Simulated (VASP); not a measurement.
# C (P-1) in VASP: further runs

Runs on C. Level: LDA. Tasks: single point.

All numbers are computed with VASP 6.6.1; they aren't measurements. Logs are shortened: lines on timing, memory, paths and dates and some standing lists are left out, and cuts for length are marked.

### 1 The cell of the first run

The typed cell holds 8 atoms: a = 2.444 Å, b = 2.444 Å, c = 13.536 Å, α = 83.67°, β = 85.98°, γ = 60.03°.

### 2 Single point, LDA

Input file INCAR:

```
SYSTEM = C
  PREC = Accurate
  ENCUT = 520
  EDIFF = 1E-6
  ISMEAR = 0
  SIGMA = 0.03
  LREAL = .FALSE.
  LASPH = .TRUE.
  NELM = 60
  ALGO = Normal
  ISIF = 2
  LWAVE = .FALSE.
  LCHARG = .FALSE.
  GGA = CA
  NBANDS = 26
```

Input file KPOINTS:

```
Automatic mesh
0
G
  15 15 3
  0 0 0
```

Input file POSCAR:

```
C
1.0
   -1.2226660053     -2.1164534110      0.0000000000
    1.2226660053     -2.1164534110      0.0000000000
    0.5434071135     -1.4109689407     13.4515291704
C
8
Direct
    0.3194075448      0.2638519893      0.1250000000
    0.7916297670      0.6249631004      0.3750000000
    0.2638519893     -0.0139257885      0.6250000000
    0.7360742115      0.3471853226      0.8750000000
    0.6528146774      0.5972591219      0.1250000000
    0.1250368996     -0.0416297670      0.3750000000
    0.5972591219      0.3194813441      0.6250000000
    0.0694813441     -0.3194075448      0.8750000000
```

Potentials or basis: VASP PAW LDA potentials, release 64 (C).

Run with:

```bash
$ cat potpaw_LDA.64/C/POTCAR > POTCAR
$ mpirun -np 1 vasp_std > vasp.out
```

OUTCAR:

```text
SYSTEM = C
   PREC = Accurate
   ENCUT = 520
   EDIFF = 1E-6
   ISMEAR = 0
   LREAL = .FALSE.
   LASPH = .TRUE.
   NELM = 60
   ISIF = 2
   GGA = CA

 ion  position               nearest neighbor table
   1  0.319  0.264  0.125-   5 1.41   5 1.41   5 1.41
   2  0.792  0.625  0.375-   6 1.41   6 1.41   6 1.41
   3  0.264  0.986  0.625-   7 1.41   7 1.41   7 1.41
   4  0.736  0.347  0.875-   8 1.41   8 1.41   8 1.41
   5  0.653  0.597  0.125-   1 1.41   1 1.41   1 1.41
   6  0.125  0.958  0.375-   2 1.41   2 1.41   2 1.41
   7  0.597  0.319  0.625-   3 1.41   3 1.41   3 1.41
   8  0.069  0.681  0.875-   4 1.41   4 1.41   4 1.41

  LATTYP: Found a triclinic cell.
 ALAT       =     2.4453320106
 B/A-ratio  =     0.9995515921
 C/A-ratio  =     5.5556052655
 COS(alpha) =     0.0200626137
 COS(beta)  =     0.1299988368
 COS(gamma) =     0.5002243045

  Lattice vectors:

 A1 = (  -2.4453320106,   0.0000000000,   0.0000000000)
 A2 = (  -1.2226660053,   2.1164534110,   0.0000000000)
 A3 = (  -1.7660731188,  -0.7054844703, -13.4515291704)

Analysis of symmetry for initial positions (statically):
=====================================================================
 Subroutine PRICEL returns:
 Original cell was already a primitive cell.

 Routine SETGRP: Setting up the symmetry group for a
 triclinic supercell.

 Subroutine GETGRP returns: Found  2 space group operations
 (whereof  1 operations were pure point group operations)
 out of a pool of  2 trial point group operations.

The static configuration has the point symmetry C_1 .
 The point group associated with its full space group is S_2 .

Analysis of symmetry for dynamics (positions and initial velocities):
=====================================================================
 Subroutine PRICEL returns:
 Original cell was already a primitive cell.

 Routine SETGRP: Setting up the symmetry group for a
 triclinic supercell.

 Subroutine GETGRP returns: Found  2 space group operations
 (whereof  1 operations were pure point group operations)
 out of a pool of  2 trial point group operations.

The dynamic configuration has the point symmetry C_1 .
 The point group associated with its full space group is S_2 .

 Subroutine INISYM returns: Found  2 space group operations
 (whereof  1 operations are pure point group operations),
 and found     1 'primitive' translations
[... 96 lines left out ...]
   NGXF,Y,Z  is equivalent  to a cutoff of  24.49, 24.49, 26.53 a.u.
 SYSTEM =  C
   PREC   = accura    normal or accurate (medium, high low for compatibility)
   ISTART =      0    job   : 0-new  1-cont  2-samecut
   ICHARG =      2    charge: 1-file 2-atom 10-const
   ISPIN  =      1    spin polarized calculation?
   LNONCOLLINEAR =      F non collinear calculations
   LSORBIT =      F    spin-orbit coupling
   LASPH  =      T    aspherical Exc in radial PAW
   ENCUT  =  520.0 eV  38.22 Ry    6.18 a.u.   4.54  4.54 25.17*2*pi/ulx,y,z
   NELM   =     60;   NELMIN=  2; NELMDL= -5     # of ELM steps
   EDIFF  = 0.1E-05   stopping-criterion for ELM
   LREAL  =      F    real-space projection
[... 7 lines left out ...]
   TEBEG  =    0.0;   TEEND  =   0.0 temperature during run
   PSTRESS=    0.0 pullay stress
   NELECT =      32.0000    total number of electrons
   NUPDOWN=      -1.0000    fix difference up-down
   EMIN   =  10.00;   EMAX   =-10.00  energy-range for DOS
   EFERMI =   0.00;   METHOD = LEGACY
   ISMEAR =     0;   SIGMA  =   0.03  broadening in eV -4-tet -1-fermi 0-gaus
   EFERMI_NEDOS =   21; number of points for ismear=-14 and -15
   IALGO  =     38    algorithm
   IMIX   =      4    mixing-type and parameters
     AMIX     =   0.40;   BMIX     =  1.00
     AMIX_MAG =   1.60;   BMIX_MAG =  1.00
  volume/ion in A,a.u.               =       8.70        58.73
  Fermi-wavevector in a.u.,A,eV,Ry     =   1.263433  2.387541 21.718463  1.596262
  Thomas-Fermi vector in A             =   2.396790
   LORBIT       =      0    0 simple, 1 ext, 2 COOP (PROOUT), +10 PAW based schemes
   GGA     = CA    functional components
   LHFCALC =     F    Hartree Fock is set to
   AEXX    =    0.0000 exact exchange contribution
   IVDW    =     0    specifies the selected vdW correction
   LEPSILON=     F    determine dielectric tensor
   LRPA    =     F    only Hartree local field effects (RPA)
 non-spin polarized calculation
 Gauss-broadening in eV      SIGMA  =   0.03
  energy-cutoff  :      520.00
  volume of cell :       69.62
 maximum number of plane-waves:      1910
   NGX =  9   NGY =  9   NGZ = 51

 number of electron      32.0000005 magnetization

 Free energy of the ion-electron system (eV)
  ---------------------------------------------------
  ext. energy  EPLUGINS =         0.00000000
  ---------------------------------------------------
  free energy    TOTEN  =       -80.87706017 eV

  energy without entropy =      -80.87703378  energy(sigma->0) =      -80.87704697

 E-fermi :   4.6773     XC(G=0): -10.7875

 val. band max:        4.6410792063   @ k =  -0.3333   0.3333   0.3333
 cond. band min:       4.7146261606   @ k =  -0.3333   0.3333   0.3333
 fundamental gap:      0.0735469543
 Fermi energy:         4.6773055421

 k-point     1 :       0.0000    0.0000    0.0000
  band No.  band energies     occupation
      1     -14.9440      2.00000
      2     -14.7933      2.00000
      3     -14.7932      2.00000
      4     -14.6316      2.00000
      5      -4.0582      2.00000
      6      -3.1502      2.00000
[... 685 lines left out ...]
     25      14.8788      0.00000
     26      14.9002      0.00000

 [... further k-points ...]
[... 5 lines left out ...]
  --------------------------------------------------------------------------------------
  -------------------------------------------------------------------------------------
  Total        0.5828713      0.6446304     -0.0462551      0.0183871      0.0443987      0.0392445
  in kB       13.4142092     14.8355344     -1.0645149      0.4231621      1.0217927      0.9031734
  external PRESSURE =       9.0617429 kB  Pullay stress =       0.0000000 kB

 VOLUME and BASIS-vectors are now :
 -----------------------------------------------------------------------------
  energy-cutoff  :      520.00
  volume of cell :       69.62
      direct lattice vectors                 reciprocal lattice vectors
    -1.222666005 -2.116453411  0.000000000    -0.408942424 -0.236244274 -0.008260110
     1.222666005 -2.116453411  0.000000000     0.408942424 -0.236244274 -0.041300550
     0.543407114 -1.410968941 13.451529170     0.000000000  0.000000000  0.074340990

 POSITION                                       TOTAL-FORCE (eV/Angst)
 -----------------------------------------------------------------------------------
      0.00000     -1.41081      1.68144         0.007005      0.001529      0.005068
      0.00000     -3.52727      5.04432         0.000349     -0.003172      0.000461
      1.22267     -3.52727      8.40721        -0.000012     -0.002887      0.001687
      0.00000     -3.52727     11.77009        -0.004506     -0.014914     -0.005405
      0.00000     -2.82209      1.68144         0.004506      0.014914      0.005405
      1.22267     -2.82209      5.04432         0.000012      0.002887     -0.001687
     -0.00000     -2.82209      8.40721        -0.000349      0.003172     -0.000461
      1.22267     -2.82209     11.77009        -0.007005     -0.001529     -0.005068
 -----------------------------------------------------------------------------------
    total drift:                               -0.000000      0.000000     -0.000000

  FREE ENERGIE OF THE ION-ELECTRON SYSTEM (eV)
  ---------------------------------------------------
  free  energy   TOTEN  =       -80.8770601669 eV

  energy  without entropy=      -80.8770337783  energy(sigma->0) =      -80.87704697
```

OSZICAR:

```text
N       E                     dE             d eps       ncg     rms          rms(c)
DAV:   1     0.942186667768E+02    0.94219E+02   -0.16161E+04 17584   0.114E+03
DAV:   2    -0.786845315774E+02   -0.17290E+03   -0.16153E+03 23004   0.241E+02
DAV:   3    -0.865913712590E+02   -0.79068E+01   -0.78420E+01 23178   0.489E+01
DAV:   4    -0.866955467010E+02   -0.10418E+00   -0.10403E+00 22350   0.664E+00
DAV:   5    -0.866981144454E+02   -0.25677E-02   -0.25667E-02 22346   0.987E-01    0.134E+01
DAV:   6    -0.822476407744E+02    0.44505E+01   -0.41807E+00 19964   0.966E+00    0.760E+00
DAV:   7    -0.808809071839E+02    0.13667E+01   -0.46809E+00 20690   0.103E+01    0.202E+00
DAV:   8    -0.808797841555E+02    0.11230E-02   -0.19841E-01 20266   0.215E+00    0.405E-01
DAV:   9    -0.808771386353E+02    0.26455E-02   -0.62533E-03 23110   0.416E-01    0.134E-01
DAV:  10    -0.808770646021E+02    0.74033E-04   -0.70302E-04 22212   0.136E-01    0.804E-02
DAV:  11    -0.808770600935E+02    0.45086E-05   -0.18413E-05 22992   0.235E-02    0.101E-02
DAV:  12    -0.808770601669E+02   -0.73389E-07   -0.32096E-07 16496   0.319E-03
   1 F= -.80877060E+02 E0= -.80877047E+02  d E =-.263886E-04
```

stdout:

```text
POSCAR found type information on POSCAR C
 POSCAR found :  1 types and       8 ions
 scaLAPACK will be used
 LDA part: xc-table for (Slater(with rela. corr.)+CA(PZ))
 , standard interpolation
 POSCAR, INCAR and KPOINTS ok, starting setup
 FFT: planning ... GRIDC
 FFT: planning ... GRID_SOFT
 FFT: planning ... GRID
 WAVECAR not read
 entering main loop
```

Wall time 8 min (1 thread of Intel Xeon Platinum 8259CL at 2.50GHz (Skylake/Cascade Lake), shared host); peak memory 0.46 GiB.

What came out:

* Free energy: -80.8771 eV
* Pressure: 0.9 GPa
* Largest force: 0.016 eV/Å

Forces in eV/Å, atoms in the order of the input:
```
C    0.007  0.002  0.005
C    0.000 -0.003  0.000
C    0.000 -0.003  0.002
C   -0.005 -0.015 -0.005
C    0.005  0.015  0.005
C    0.000  0.003 -0.002
C    0.000  0.003  0.000
C   -0.007 -0.002 -0.005
```

### 3 Single point, LDA

Input file INCAR:

```
SYSTEM = C
PREC     = Accurate       ! precision mode
ENCUT    = 520            ! plane-wave cutoff, eV
EDIFF    = 1E-7           ! SCF threshold, eV
ISMEAR   = 0              ! smearing method
SIGMA    = 0.03           ! smearing width, eV
LREAL    = .FALSE.        ! projectors in reciprocal space
LASPH    = .TRUE.         ! aspherical terms in the spheres
NELM     = 80             ! most SCF steps
ALGO     = Normal         ! electronic algorithm
ISIF     = 2              ! what is computed and relaxed
LWAVE    = .FALSE.        ! write WAVECAR
LCHARG   = .TRUE.         ! write CHGCAR
GGA      = CA             ! functional
LELF     = .TRUE.         ! ELF
LVHAR    = .TRUE.       
NBANDS   = 26             ! bands
```

KPOINTS is that of step 2.

Input file POSCAR:

```
C
1.0
   -1.2226660053     -2.1164534110      0.0000000000
    1.2226660053     -2.1164534110      0.0000000000
    0.5434071135     -0.9406459604     13.4515291704
C
8
Direct
    0.3332964337      0.2777408781      0.1250000000
    0.8332964337      0.6666297670      0.3750000000
    0.3332964337      0.0555186559      0.6250000000
    0.8332964337      0.4444075448      0.8750000000
    0.6667035663      0.6111480107      0.1250000000
    0.1667035663      0.0000368996      0.3750000000
    0.6667035663      0.3889257885      0.6250000000
    0.1667035663     -0.2221853226      0.8750000000
```

Potentials or basis: VASP PAW LDA potentials, release 64 (C).

Run with:

```bash
$ cat potpaw_LDA.64/C/POTCAR > POTCAR
$ mpirun -np 1 vasp_std > vasp.out
```

OUTCAR:

```text
SYSTEM = C
   PREC = Accurate
   ENCUT = 520
   EDIFF = 1E-7
   ISMEAR = 0
   LREAL = .FALSE.
   LASPH = .TRUE.
   NELM = 80
   ISIF = 2
   GGA = CA

 ion  position               nearest neighbor table
   1  0.333  0.278  0.125-   5 1.41   5 1.41   5 1.41
   2  0.833  0.667  0.375-   6 1.41   6 1.41   6 1.41
   3  0.333  0.056  0.625-   7 1.41   7 1.41   7 1.41
   4  0.833  0.444  0.875-   8 1.41   8 1.41   8 1.41
   5  0.667  0.611  0.125-   1 1.41   1 1.41   1 1.41
   6  0.167  0.000  0.375-   2 1.41   2 1.41   2 1.41
   7  0.667  0.389  0.625-   3 1.41   3 1.41   3 1.41
   8  0.167  0.778  0.875-   4 1.41   4 1.41   4 1.41

  LATTYP: Found a triclinic cell.
 ALAT       =     2.4442355045
 B/A-ratio  =     1.0000000000
 C/A-ratio  =     5.5714048784
 COS(alpha) =     0.0098910144
 COS(beta)  =     0.1396375279
 COS(gamma) =     0.4995512904

  Lattice vectors:

 A1 = (   1.2226660053,   2.1164534110,   0.0000000000)
 A2 = (  -1.2226660053,   2.1164534110,   0.0000000000)
 A3 = (   1.7660731188,   1.1758074506,  13.4515291704)

Analysis of symmetry for initial positions (statically):
=====================================================================
 Subroutine PRICEL returns:
 Original cell was already a primitive cell.

 Routine SETGRP: Setting up the symmetry group for a
 triclinic supercell.

 Subroutine GETGRP returns: Found  2 space group operations
 (whereof  1 operations were pure point group operations)
 out of a pool of  2 trial point group operations.

The static configuration has the point symmetry C_1 .
 The point group associated with its full space group is S_2 .

Analysis of symmetry for dynamics (positions and initial velocities):
=====================================================================
 Subroutine PRICEL returns:
 Original cell was already a primitive cell.

 Routine SETGRP: Setting up the symmetry group for a
 triclinic supercell.

[... 134 lines left out ...]
   IALGO  =     38    algorithm
   IMIX   =      4    mixing-type and parameters
     AMIX     =   0.40;   BMIX     =  1.00
     AMIX_MAG =   1.60;   BMIX_MAG =  1.00
  volume/ion in A,a.u.               =       8.70        58.73
  Fermi-wavevector in a.u.,A,eV,Ry     =   1.263433  2.387541 21.718463  1.596262
  Thomas-Fermi vector in A             =   2.396790
   LORBIT       =      0    0 simple, 1 ext, 2 COOP (PROOUT), +10 PAW based schemes
   GGA     = CA    functional components
   LHFCALC =     F    Hartree Fock is set to
   AEXX    =    0.0000 exact exchange contribution
   IVDW    =     0    specifies the selected vdW correction
   LEPSILON=     F    determine dielectric tensor
   LRPA    =     F    only Hartree local field effects (RPA)
 non-spin polarized calculation
 Gauss-broadening in eV      SIGMA  =   0.03
  energy-cutoff  :      520.00
  volume of cell :       69.62
 maximum number of plane-waves:      1911
   NGX =  9   NGY =  9   NGZ = 51

 number of electron      31.9999995 magnetization

 Free energy of the ion-electron system (eV)
  ---------------------------------------------------
  ext. energy  EPLUGINS =         0.00000000
  ---------------------------------------------------
  free energy    TOTEN  =       -80.88044810 eV

  energy without entropy =      -80.88040194  energy(sigma->0) =      -80.88042502

 E-fermi :   4.6756     XC(G=0): -10.7879

 val. band max:        4.6433725490   @ k =  -0.3333   0.3333   0.0000
 cond. band min:       4.7080046635   @ k =  -0.3333   0.3333   0.0000
 fundamental gap:      0.0646321145
 Fermi energy:         4.6755707053

 k-point     1 :       0.0000    0.0000    0.0000
  band No.  band energies     occupation
      1     -14.9445      2.00000
      2     -14.7939      2.00000
      3     -14.7939      2.00000
      4     -14.6323      2.00000
      5      -4.0583      2.00000
      6      -3.1502      2.00000
[... 685 lines left out ...]
     25      14.8647      0.00000
     26      14.8719      0.00000

 [... further k-points ...]
[... 5 lines left out ...]
  --------------------------------------------------------------------------------------
  -------------------------------------------------------------------------------------
  Total        0.5853013      0.6565814     -0.0857972      0.0211307     -0.0129021     -0.0195082
  in kB       13.4701334     15.1105737     -1.9745369      0.4863018     -0.2969288     -0.4489614
  external PRESSURE =       8.8687234 kB  Pullay stress =       0.0000000 kB

 VOLUME and BASIS-vectors are now :
 -----------------------------------------------------------------------------
  energy-cutoff  :      520.00
  volume of cell :       69.62
      direct lattice vectors                 reciprocal lattice vectors
    -1.222666005 -2.116453411  0.000000000    -0.408942424 -0.236244274  0.000000000
     1.222666005 -2.116453411  0.000000000     0.408942424 -0.236244274 -0.033040440
     0.543407114 -0.940645960 13.451529170     0.000000000  0.000000000  0.074340990

 POSITION                                       TOTAL-FORCE (eV/Angst)
 -----------------------------------------------------------------------------------
     -0.00000     -1.41081      1.68144        -0.000293     -0.007768      0.002474
     -0.00000     -3.52727      5.04432         0.000840     -0.003483     -0.000220
     -0.00000     -1.41081      8.40721         0.000969     -0.003487      0.001511
      0.00000     -3.52727     11.77009         0.003854     -0.005106      0.003310
     -0.00000     -2.82209      1.68144        -0.003854      0.005106     -0.003310
     -0.00000     -0.70564      5.04432        -0.000969      0.003487     -0.001511
     -0.00000     -2.82209      8.40721        -0.000840      0.003483      0.000220
      1.22267     -2.82209     11.77009         0.000293      0.007768     -0.002474
 -----------------------------------------------------------------------------------
    total drift:                               -0.000000      0.000000      0.000000

  FREE ENERGIE OF THE ION-ELECTRON SYSTEM (eV)
  ---------------------------------------------------
  free  energy   TOTEN  =       -80.8804480996 eV

  energy  without entropy=      -80.8804019449  energy(sigma->0) =      -80.88042502
```

It took 8.4 min on 1 thread of Intel Xeon Platinum 8175M at 2.50GHz (Skylake/Cascade Lake), shared host; peak memory 0.45 GiB.

What came out:

| Item | Value |
| --- | --- |
| Free energy | -80.8804 eV |
| Pressure | 0.9 GPa |
| Largest force | 0.008 eV/Å |

Forces on the atoms (eV/Å):
```
C    0.000 -0.008  0.002
C    0.001 -0.003  0.000
C    0.001 -0.003  0.002
C    0.004 -0.005  0.003
C   -0.004  0.005 -0.003
C   -0.001  0.003 -0.002
C   -0.001  0.003  0.000
C    0.000  0.008 -0.002
```
